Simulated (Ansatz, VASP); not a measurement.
NaFeO3 in VASP and in Ansatz

```xyz
5
Lattice="3.8305 0.0000 0.0000 0.0000 3.8305 0.0000 0.0000 0.0000 3.8305" Properties=species:S:1:pos:R:3 pbc="T T T"
Na    0.0000    0.0000    0.0000
Fe    1.9152    1.9152    1.9152
O     1.9152    1.9152    0.0000
O     1.9152    0.0000    1.9152
O     0.0000    1.9152    1.9152
```

Alike in both runs: task single point; functional LDA; k mesh 7 × 7 × 7; occupations fermi-dirac, width 0.1 eV; collinear spin; Hubbard terms Fe d U = 6.0 eV.

```csv
,VASP,Ansatz
version,VASP 6.6.1,Ansatz 0.2.0
potentials or method,"VASP PAW LDA potentials, release 64 (Na_pv, Fe, O), cutoff 520 eV","plane waves, PAW"
valence electrons in the cell,33,43
```

Ansatz gave:

```
gap on the k mesh at the Fermi level (eV)                     : none
net moment per atom (μB)                                      : 0.96
size of the moment on the site where the two differ most (μB) : 3.45
```

**Question.** Which values does VASP return?

**Answer.** gap on the k mesh at the Fermi level (eV): none; net moment per atom (μB): 0.97; size of the moment on the site where the two differ most (μB): 3.86.

LDA's correlation is that of Perdew and Zunger in VASP and of Perdew and Wang (1992) in Ansatz. Site moments also hang on the region over which each program counts them. The programs project onto different local orbitals, so the same U acts differently, and such runs can settle in different states. A gap of «none» marks a metal or a gap that the smearing closes. VASP's potentials hold 33 valence electrons a cell and Ansatz's 43, so a difference there can come from the potentials and not from the codes. Ansatz's warnings: filled band counts differ across k points.
